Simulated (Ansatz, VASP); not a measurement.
**C: VASP beside Ansatz**

Contents of INCAR:

```
SYSTEM = C
PREC = Accurate
ENCUT = 520
EDIFF = 1E-6
ISMEAR = 0
SIGMA = 0.15
LREAL = .False.
LASPH = .True.
NELM = 80
ALGO = Normal
ISIF = 2
LWAVE = .False.
LCHARG = .False.
GGA = PS
NBANDS = 16
```

The input KPOINTS:

```
regular mesh
0
Gamma
  18 18 6
  0 0 0
```

File POSCAR:

```
C
1.0
    1.2581213773     -2.0794772730      0.0000000000
    1.2581213773      2.0794772730      0.0000000000
    0.0000000000      0.0000000000      7.3778182888
C
4
Direct
    0.0833216498      0.9166783502      0.7498439858
    0.5833216498      0.4166783502      0.2501560142
    0.9166783502      0.0833216498      0.2501560142
    0.4166783502      0.5833216498      0.7498439858
```

Input for Ansatz:

```yaml
crystal:
  lattice:
    - [1.2581213773, -2.079477273, 0.0]
    - [1.2581213773, 2.079477273, 0.0]
    - [0.0, 0.0, 7.3778182888]
  atoms:
    - { symbol: C, position: [0.0833216498, 0.9166783502, 0.7498439858] }
    - { symbol: C, position: [0.5833216498, 0.4166783502, 0.2501560142] }
    - { symbol: C, position: [0.9166783502, 0.0833216498, 0.2501560142] }
    - { symbol: C, position: [0.4166783502, 0.5833216498, 0.7498439858] }
basis:
  ecutwfc: 520.0
kpoints:
  mp_grid: { grid: [18, 18, 6] }
hamiltonian:
  xc: pbesol
  pseudopotentials: { kind: paw, azcp: { folder: soft_1 } }
scf:
  occupations: { method: gaussian, width: 0.15 }
output:
  forces: true
  stress: true
  eigenvalues: true
```

Change from the starting cell: normal strain along x +0.0233, normal strain along y -0.0233.

Alike in both runs: task single point; functional PBEsol; k mesh 18 × 18 × 6; occupations gaussian, width 0.15 eV; no spin polarisation.

|  | VASP | Ansatz |
| --- | --- | --- |
| version | VASP 6.6.1 | Ansatz 0.2.0 |
| potentials or method | VASP PAW PBE potentials, release 64 (C), cutoff 520 eV | scalar-relativistic, plane waves, PAW |
| valence electrons in the cell | 16 | 16 |

VASP gave:

```
gap on the k mesh at the Fermi level (eV)                     : 0.11
least direct gap on the mesh (eV)                             : 0.11
pressure (GPa)                                                : 1.4
traceless stress, the component that is largest in VASP (GPa) : 20.11
rms of the force components (eV/Å)                            : 0.374
```

Question: Which values does Ansatz return?

Answer: gap on the k mesh at the Fermi level (eV): 0.11; least direct gap on the mesh (eV): 0.11; pressure (GPa): 0.7; traceless stress, the component that is largest in VASP (GPa): 19.69; rms of the force components (eV/Å): 0.367.

VASP's potentials were made for PBE, not for PBEsol, and Ansatz warns of the same on its side. Atom by atom the forces differ by 0.007 eV/Å (rms over components).
